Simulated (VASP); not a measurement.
A run of VASP 6.6.1 is set up as follows.

File INCAR:

```
PREC = Accurate
ENCUT = 520
EDIFF = 1E-6
ISMEAR = 0
SIGMA = 0.1
LREAL = F
LASPH = T
NELM = 60
ALGO = Normal
ISIF = 2
LWAVE = F
LCHARG = F
GGA = PE
NBANDS = 39
```

Contents of KPOINTS:

```
regular mesh
0
Gamma
  6 6 12
```

Contents of POSCAR:

```
Mg2Ti3O3
1.0
    6.5364034522      0.0000000000      0.0000000000
   -3.2682017261      5.6606914390      0.0000000000
    0.0000000000      0.0000000000      2.7784274654
Mg Ti O
2 3 3
Direct
    0.0000000000      0.0000000000      0.5000000000
    0.6666666667      0.3333333333      0.0000000000
    0.5896036890      0.7948018445      0.0000000000
    0.2051981555      0.7948018445      0.0000000000
    0.2051981555      0.4103963110      0.0000000000
    0.9960983457      0.4980491729      0.5000000000
    0.5019508271      0.4980491729      0.5000000000
    0.5019508271      0.0039016543      0.5000000000
```

Potentials or basis: VASP PAW PBE potentials, release 64 (Mg, Ti_sv, O).

The run is started by

```bash
$ cat potpaw_PBE.64/Mg/POTCAR potpaw_PBE.64/Ti_sv/POTCAR potpaw_PBE.64/O/POTCAR > POTCAR
$ mpirun -np 1 vasp_std > vasp.out
```

Task: Estimate the band gap on the k mesh.

Result: Zero (bands 29 and 30 overlap by 0.66 eV).

Task: Predict the largest force.

Result: 0.046 eV/Å.

Forces on the atoms (eV/Å):
```
Mg   0.000  0.000  0.000
Mg   0.000  0.000  0.000
Ti   0.027  0.015  0.000
Ti  -0.027  0.015  0.000
Ti   0.000 -0.031  0.000
O   -0.039 -0.023  0.000
O    0.039 -0.023  0.000
O    0.000  0.046  0.000
```
